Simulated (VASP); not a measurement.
Here is a VASP 6.6.1 calculation.

Contents of INCAR:

```
SYSTEM = HfIn4SiO6
ALGO = Normal
EDIFF = 1E-6
ENCUT = 520
GGA = PS
ISIF = 2
ISMEAR = -1
IVDW = 12
LASPH = .True.
LCHARG = .True.
LELF = .True.
LREAL = .False.
LVHAR = .True.
LWAVE = .False.
NBANDS = 63
NELM = 60
PREC = Accurate
SIGMA = 0.05
```

KPOINTS

```
k-points
0
Gamma
  4 4 3
  0 0 0
```

The input POSCAR:

```
HfIn4SiO6
1.0
    2.6666560079     -4.6175242551      0.0081729601
    2.6666560079      4.6175242551      0.0081729601
   -1.8446354947      0.0000000000      7.1064772266
Hf In Si O
1 4 1 6
Direct
    0.7882519127      0.2117480873      0.0000000000
    0.6209627521      0.3790372479      0.5000000000
    0.4548963875      0.5451036125      0.0000000000
    0.2855807067      0.7144192933      0.5000000000
    0.9579272762      0.0420727238      0.5000000000
    0.1215848301      0.8784151699      0.0000000000
    0.0603215280      0.1116636420      0.8615335164
    0.8883363580      0.9396784720      0.1384664836
    0.7935976727      0.5365178861      0.8615434892
    0.4634821139      0.2064023273      0.1384565108
    0.1551075266      0.6312090645      0.1383226494
    0.3687909355      0.8448924734      0.8616773506
```

Potentials or basis: VASP PAW PBE potentials, release 64 (Hf_pv, In_d, Si, O).

Command:

```bash
$ cat potpaw_PBE.64/Hf_pv/POTCAR potpaw_PBE.64/In_d/POTCAR potpaw_PBE.64/Si/POTCAR potpaw_PBE.64/O/POTCAR > POTCAR
$ mpirun -np 1 vasp_std > vasp.out
```

Problem. What does it give for the dispersion energy per atom?

Solution. -0.228 eV.

Problem. Predict the largest force.

Solution. 0.140 eV/Å.

Stress tensor (GPa, compression positive):
```
-0.38  0.00  0.00
 0.00 -0.39  0.00
 0.00  0.00 -0.29
```

Caveat: the PAW data sets were made with another functional, which shifts forces and pressure a little.
